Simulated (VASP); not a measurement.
# Si2Mo (P4mm) in VASP: further runs, part 2 of 2

VASP 6.6.1.

## (3) Single point, PBEsol

This run uses another cell than the first one, of 13.69 Å³/atom, 0.985 times its volume.

INCAR reads:

```
PREC = Accurate
ENCUT = 520
EDIFF = 1E-7
ISMEAR = 0
SIGMA = 0.15
LREAL = F
LASPH = T
NELM = 80
ALGO = Normal
ISIF = 2
LWAVE = F
LCHARG = F
GGA = PS
NBANDS = 56
```

KPOINTS reads:

```
regular mesh
0
Gamma
  15 15 3
```

POSCAR reads:

```
Si2Mo
1.0
   -3.1900701689      0.0000000000      0.0000000000
    0.0000000000     -3.1900701689      0.0000000000
    0.0000000000      0.0000000000     16.1427680287
Si Mo
8 4
Direct
    0.0000000000      0.0000000000      0.9290829480
    0.5000000000      0.5000000000      0.6868263536
    0.0000000000      0.0000000000      0.4445697591
    0.5000000000      0.5000000000      0.2023131647
    0.0000000000      0.0000000000      0.1198881059
    0.5000000000      0.5000000000      0.8466578891
    0.0000000000      0.0000000000      0.6044012947
    0.5000000000      0.5000000000      0.3621447003
    0.5000000000      0.5000000000      0.5244855269
    1.0000000000      1.0000000000      0.2822289325
    0.5000000000      0.5000000000      0.0399723381
    1.0000000000      1.0000000000      0.7667421213
```

Potentials or basis: VASP PAW PBE potentials, release 64 (Si, Mo_sv).

The run is started by

```sh
$ cat potpaw_PBE.64/Si/POTCAR potpaw_PBE.64/Mo_sv/POTCAR > POTCAR
$ mpirun -np 1 vasp_std > vasp.out
```

OUTCAR:

```text
PREC = Accurate
   ENCUT = 520
   EDIFF = 1E-7
   ISMEAR = 0
   LREAL = F
   LASPH = T
   NELM = 80
   ISIF = 2
   GGA = PS

 ion  position               nearest neighbor table
   1  0.000  0.000  0.929-   6 2.62   6 2.62   6 2.62   6 2.62  12 2.62  11 2.88  11 2.88  11 2.88
                            11 2.88   5 3.08
   2  0.500  0.500  0.687-   6 2.58  12 2.60  12 2.60  12 2.60  12 2.60   7 2.62   7 2.62   7 2.62
                             7 2.62   9 2.62
   3  0.000  0.000  0.445-   7 2.58   9 2.60   9 2.60   9 2.60   9 2.60   8 2.62   8 2.62   8 2.62
                             8 2.62  10 2.62
   4  0.500  0.500  0.202-   8 2.58  10 2.60  10 2.60  10 2.60  10 2.60   5 2.62   5 2.62   5 2.62
                             5 2.62  11 2.62
   5  0.000  0.000  0.120-  11 2.60  11 2.60  11 2.60  11 2.60   4 2.62   4 2.62   4 2.62   4 2.62
                            10 2.62   1 3.08
   6  0.500  0.500  0.847-   2 2.58  12 2.60  12 2.60  12 2.60  12 2.60   1 2.62   1 2.62   1 2.62
                             1 2.62  11 3.12
   7  0.000  0.000  0.604-   3 2.58   9 2.60   9 2.60   9 2.60   9 2.60   2 2.62   2 2.62   2 2.62
                             2 2.62  12 2.62
   8  0.500  0.500  0.362-   4 2.58  10 2.60  10 2.60  10 2.60  10 2.60   3 2.62   3 2.62   3 2.62
                             3 2.62   9 2.62
   9  0.500  0.500  0.524-   7 2.60   7 2.60   7 2.60   7 2.60   3 2.60   3 2.60   3 2.60   3 2.60
                             8 2.62   2 2.62
  10  0.000  0.000  0.282-   4 2.60   4 2.60   4 2.60   4 2.60   8 2.60   8 2.60   8 2.60   8 2.60
                             5 2.62   3 2.62
  11  0.500  0.500  0.040-   5 2.60   5 2.60   5 2.60   5 2.60   4 2.62   1 2.88   1 2.88   1 2.88
                             1 2.88   6 3.12
  12  0.000  0.000  0.767-   2 2.60   2 2.60   2 2.60   2 2.60   6 2.60   6 2.60   6 2.60   6 2.60
                             7 2.62   1 2.62

  LATTYP: Found a simple tetragonal cell.
 ALAT       =     3.1900701689
 C/A-ratio  =     5.0603175397

  Lattice vectors:

 A1 = (  -3.1900701689,   0.0000000000,   0.0000000000)
 A2 = (   0.0000000000,  -3.1900701689,   0.0000000000)
 A3 = (   0.0000000000,   0.0000000000,  16.1427680287)

Analysis of symmetry for initial positions (statically):
=====================================================================
 Subroutine PRICEL returns:
 Original cell was already a primitive cell.

 Routine SETGRP: Setting up the symmetry group for a
 simple tetragonal supercell.

 Subroutine GETGRP returns: Found  8 space group operations
 (whereof  8 operations were pure point group operations)
 out of a pool of 16 trial point group operations.

The static configuration has the point symmetry C_4v.

Analysis of symmetry for dynamics (positions and initial velocities):
=====================================================================
 Subroutine PRICEL returns:
 Original cell was already a primitive cell.

 Routine SETGRP: Setting up the symmetry group for a
 simple tetragonal supercell.

 Subroutine GETGRP returns: Found  8 space group operations
 (whereof  8 operations were pure point group operations)
 out of a pool of 16 trial point group operations.

The dynamic configuration has the point symmetry C_4v.

 Subroutine INISYM returns: Found  8 space group operations
 (whereof  8 operations are pure point group operations),
 and found     1 'primitive' translations

[... 94 lines left out ...]
  0.333333  0.200000  0.000000      8.000000
 [... further k-points ...]
   k-points           NKPTS =     72   k-points in BZ     NKDIM =     72   number of bands    NBANDS=     56
   number of dos      NEDOS =    301   number of ions     NIONS =     12
   total plane-waves  NPLWV =  69120
   dimension x,y,z NGX =    24 NGY =   24 NGZ =  120
   dimension x,y,z NGXF=    48 NGYF=   48 NGZF=  240
   ions per type =               8   4
   NGX,Y,Z   is equivalent  to a cutoff of  12.51, 12.51, 12.36 a.u.
   NGXF,Y,Z  is equivalent  to a cutoff of  25.01, 25.01, 24.72 a.u.
 SYSTEM =  unknown system
   PREC   = accura    normal or accurate (medium, high low for compatibility)
   ISTART =      0    job   : 0-new  1-cont  2-samecut
   ICHARG =      2    charge: 1-file 2-atom 10-const
   ISPIN  =      1    spin polarized calculation?
   LNONCOLLINEAR =      F non collinear calculations
   LSORBIT =      F    spin-orbit coupling
   LASPH  =      T    aspherical Exc in radial PAW
   ENCUT  =  520.0 eV  38.22 Ry    6.18 a.u.   5.93  5.93 30.01*2*pi/ulx,y,z
   NELM   =     80;   NELMIN=  2; NELMDL= -5     # of ELM steps
   EDIFF  = 0.1E-06   stopping-criterion for ELM
   LREAL  =      F    real-space projection
   EDIFFG = 0.1E-05   stopping-criterion for IOM
   NSW    =      0    number of steps for IOM
   IBRION =     -1    ionic relax: 0-MD 1-quasi-New 2-CG
   NFREE  =      0    steps in history (QN), initial steepest desc. (CG)
   ISIF   =      2    stress and relaxation
   ISYM   =      2    0-nonsym 1-usesym 2-fastsym
   POTIM  = 0.5000    time-step for ionic-motion
   TEBEG  =    0.0;   TEEND  =   0.0 temperature during run
   PSTRESS=    0.0 pullay stress
   NELECT =      88.0000    total number of electrons
   NUPDOWN=      -1.0000    fix difference up-down
   EMIN   =  10.00;   EMAX   =-10.00  energy-range for DOS
   EFERMI =   0.00;   METHOD = LEGACY
   ISMEAR =     0;   SIGMA  =   0.15  broadening in eV -4-tet -1-fermi 0-gaus
   EFERMI_NEDOS =   21; number of points for ismear=-14 and -15
   IALGO  =     38    algorithm
   IMIX   =      4    mixing-type and parameters
     AMIX     =   0.40;   BMIX     =  1.00
     AMIX_MAG =   1.60;   BMIX_MAG =  1.00
  volume/ion in A,a.u.               =      13.69        92.38
  Fermi-wavevector in a.u.,A,eV,Ry     =   1.329565  2.512513 24.051604  1.767743
  Thomas-Fermi vector in A             =   2.458718
   LORBIT       =      0    0 simple, 1 ext, 2 COOP (PROOUT), +10 PAW based schemes
   GGA     = PS    functional components
   LHFCALC =     F    Hartree Fock is set to
   AEXX    =    0.0000 exact exchange contribution
   IVDW    =     0    specifies the selected vdW correction
   LEPSILON=     F    determine dielectric tensor
   LRPA    =     F    only Hartree local field effects (RPA)
 non-spin polarized calculation
 Gauss-broadening in eV      SIGMA  =   0.15
  energy-cutoff  :      520.00
  volume of cell :      164.28
 maximum number of plane-waves:      4468
 NGX is ok and might be reduce to    24
   NGX = 11   NGY = 11   NGZ = 61

 number of electron      88.0000014 magnetization

 Free energy of the ion-electron system (eV)
  ---------------------------------------------------
  ext. energy  EPLUGINS =         0.00000000
  ---------------------------------------------------
  free energy    TOTEN  =       -99.20537671 eV

  energy without entropy =      -99.17942276  energy(sigma->0) =      -99.19239973

 E-fermi :  11.9108     XC(G=0): -12.4063

 val. band max:       11.8990299384   @ k =   0.0667   0.0000   0.0000
 cond. band min:      11.9115077488   @ k =   0.1333   0.0000   0.3333
 fundamental gap:      0.0124778103
 Fermi energy:        11.9108317150

 k-point     1 :       0.0000    0.0000    0.0000
  band No.  band energies     occupation
      1     -48.9761      2.00000
      2     -48.7482      2.00000
      3     -48.7439      2.00000
      4     -48.5988      2.00000
      5     -23.2051      2.00000
      6     -23.0721      2.00000
[... 1405 lines left out ...]
     55      15.3283      0.00000
     56      15.5403      0.00000

 [... further k-points ...]
[... 5 lines left out ...]
  --------------------------------------------------------------------------------------
  -------------------------------------------------------------------------------------
  Total       -1.7041609     -1.7041609     -8.9882671      0.0000000      0.0000000     -0.0000000
  in kB      -16.6204470    -16.6204470    -87.6613337      0.0000000      0.0000000     -0.0000000
  external PRESSURE =     -40.3007426 kB  Pullay stress =       0.0000000 kB

 VOLUME and BASIS-vectors are now :
 -----------------------------------------------------------------------------
  energy-cutoff  :      520.00
  volume of cell :      164.28
      direct lattice vectors                 reciprocal lattice vectors
    -3.190070169  0.000000000  0.000000000    -0.313472729  0.000000000  0.000000000
     0.000000000 -3.190070169  0.000000000     0.000000000 -0.313472729  0.000000000
     0.000000000  0.000000000 16.142768029     0.000000000  0.000000000  0.061947245

 POSITION                                       TOTAL-FORCE (eV/Angst)
 -----------------------------------------------------------------------------------
      0.00000      0.00000     14.99797         0.000000     -0.000000      2.298565
     -1.59504     -1.59504     11.08728         0.000000      0.000000     -0.220482
      0.00000      0.00000      7.17659         0.000000     -0.000000     -0.153168
     -1.59504     -1.59504      3.26589         0.000000     -0.000000     -0.435760
      0.00000      0.00000      1.93533         0.000000     -0.000000     -0.872447
     -1.59504     -1.59504     13.66740         0.000000      0.000000      0.501447
      0.00000      0.00000      9.75671         0.000000     -0.000000     -0.154993
     -1.59504     -1.59504      5.84602         0.000000     -0.000000     -0.093957
     -1.59504     -1.59504      8.46665         0.000000      0.000000      0.330444
      0.00000      0.00000      4.55596         0.000000     -0.000000      0.274304
     -1.59504     -1.59504      0.64526         0.000000      0.000000     -2.195949
      0.00000      0.00000     12.37734         0.000000     -0.000000      0.721995
 -----------------------------------------------------------------------------------
    total drift:                               -0.000000      0.000000     -0.000185

  FREE ENERGIE OF THE ION-ELECTRON SYSTEM (eV)
  ---------------------------------------------------
  free  energy   TOTEN  =       -99.2053767110 eV

  energy  without entropy=      -99.1794227559  energy(sigma->0) =      -99.19239973
```

Run time: 12 min. Hardware: 1 thread of Intel Xeon Platinum 8259CL at 2.50GHz (Skylake/Cascade Lake), shared host; peak memory 0.56 GiB.

Results:

```
Free energy            : -99.2054 eV
Pressure               : -4.0 GPa
Largest force          : 2.299 eV/Å
Band gap on the k mesh : zero (band 44 reaches 12.31 eV, above the bottom of band 45 at 11.59 eV)
```

Forces on the atoms (eV/Å):
```
Si   0.000  0.000  2.299
Si   0.000  0.000 -0.220
Si   0.000  0.000 -0.153
Si   0.000  0.000 -0.436
Si   0.000  0.000 -0.872
Si   0.000  0.000  0.501
Si   0.000  0.000 -0.155
Si   0.000  0.000 -0.094
Mo   0.000  0.000  0.330
Mo   0.000  0.000  0.274
Mo   0.000  0.000 -2.196
Mo   0.000  0.000  0.722
```

Caveat: the PAW data sets were made with another functional, which shifts forces and pressure a little.

## (4) Single point, PBEsol

This run uses another cell than the first one, of 17.08 Å³/atom, 1.229 times its volume.

INCAR reads:

```
PREC = Accurate
ENCUT = 520
EDIFF = 1E-7
ISMEAR = 0
SIGMA = 0.15
LREAL = False
LASPH = True
NELM = 80
ALGO = Normal
ISIF = 2
LWAVE = False
LCHARG = True
GGA = PS
LELF = True
LVHAR = True
NBANDS = 56
```

KPOINTS reads:

```
Automatic mesh
0
Gamma
  15 15 3
```

POSCAR reads:

```
Si2Mo
1.0
   -3.1900701689      0.0000000000      0.0000000000
    0.0000000000     -3.1900701689      0.0000000000
    0.0000000000      0.0000000000     20.1427680287
Si Mo
8 4
Direct
    0.0000000000      0.0000000000      0.7445833903
    0.5000000000      0.5000000000      0.5504347012
    0.0000000000      0.0000000000      0.3562860121
    0.5000000000      0.5000000000      0.1621373231
    0.0000000000      0.0000000000      0.0960804334
    0.5000000000      0.5000000000      0.6785265006
    0.0000000000      0.0000000000      0.4843778116
    0.5000000000      0.5000000000      0.2902291225
    0.5000000000      0.5000000000      0.4203319119
    1.0000000000      1.0000000000      0.2261832228
    0.5000000000      0.5000000000      0.0320345337
    1.0000000000      1.0000000000      0.6144806009
```

The run is started by

```sh
$ cat potpaw_PBE.64/Si/POTCAR potpaw_PBE.64/Mo_sv/POTCAR > POTCAR
$ mpirun -np 1 vasp_std > vasp.out
```

Run time: 8.6 min. Hardware: 1 thread of Intel Xeon 6975P-C (Granite Rapids), shared host; peak memory 0.67 GiB.

Results (log left out):

```
Free energy            : -95.3976 eV
Pressure               : -3.0 GPa
Largest force          : 1.695 eV/Å
Band gap on the k mesh : zero (band 44 reaches 9.06 eV, above the bottom of band 45 at 8.16 eV)
```

Forces in eV/Å, atoms in the order of the input:
```
Si   0.000  0.000  0.121
Si   0.000  0.000 -0.151
Si   0.000  0.000 -0.090
Si   0.000  0.000 -0.719
Si   0.000  0.000 -1.198
Si   0.000  0.000  0.366
Si   0.000  0.000  0.009
Si   0.000  0.000  0.075
Mo   0.000  0.000 -0.029
Mo   0.000  0.000  0.065
Mo   0.000  0.000  1.695
Mo   0.000  0.000 -0.144
```

Stress tensor (GPa, compression positive):
```
-4.14  0.00  0.00
 0.00 -4.14  0.00
 0.00  0.00 -0.59
```

Levels at points of the mesh, in eV from the Fermi level:
```tsv
k point	band 42	band 43	band 44	band 45	band 46	band 47
(0.00, 0.00, 0.00)	0.45	0.45	0.60	0.65	0.70	1.35
```

Caveat: the PAW data sets were made with another functional, which shifts forces and pressure a little.

## (5) Summary

```tsv
cell	gap on the mesh (eV)	pressure (GPa)	largest force (eV/Å)
a = 3.190, b = 3.190, c = 16.393 Å, 12 atoms	none	-4.5	2.23
a = 3.190, b = 3.190, c = 16.143 Å, 12 atoms	none	-4.0	2.30
a = 3.190, b = 3.190, c = 20.143 Å, 12 atoms	none	-3.0	1.69
```

Alike in all rows: task single point; level PBEsol; potentials or basis VASP PAW PBE potentials, release 64 (Si, Mo_sv); no spin polarisation; k mesh 15 × 15 × 3; cutoff (eV) 520; smearing gaussian 0.15 eV.

Caveats: the PAW data sets were made with another functional, which shifts forces and pressure a little.

Absolute energies hang on the potentials; compare differences alone.
